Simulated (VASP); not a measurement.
A run of VASP 6.6.1:

Contents of INCAR:

```
SYSTEM = Cs2Y
PREC = Accurate
ENCUT = 520
EDIFF = 1E-7
ISMEAR = 0
SIGMA = 0.1
LREAL = .FALSE.
LASPH = .TRUE.
NELM = 100
ALGO = Normal
ISIF = 2
LWAVE = .FALSE.
LCHARG = .FALSE.
GGA = PE
NBANDS = 22
```

File KPOINTS:

```
Automatic mesh
0
G
  6 6 4
  0 0 0
```

File POSCAR:

```
Cs2Y
1.0
    7.4275138884      0.0000000000      0.0000000000
   -3.7137569442      6.4324157143      0.0000000000
    0.0000000000      0.0000000000      3.8975304265
Cs Y
2 1
Direct
    0.3333333333      0.6666666667      0.5000000000
    0.6666666667      0.3333333333      0.5000000000
    0.0000000000      0.0000000000      0.0000000000
```

Potentials or basis: VASP PAW PBE potentials, release 64 (Cs_sv, Y_sv).

Run with:

```sh
$ cat potpaw_PBE.64/Cs_sv/POTCAR potpaw_PBE.64/Y_sv/POTCAR > POTCAR
$ mpirun -np 1 vasp_std > vasp.out
```

Hardware: 1 thread of Intel(R) Xeon(R) Platinum 8488C (Sapphire Rapids), with other jobs on the host.

How long does it take, and how much memory?

Wall time 82 s on 1 thread of Intel(R) Xeon(R) Platinum 8488C (Sapphire Rapids), with other jobs on the host, peak memory 0.34 GiB. Counts: scf iterations 16, k points 21.
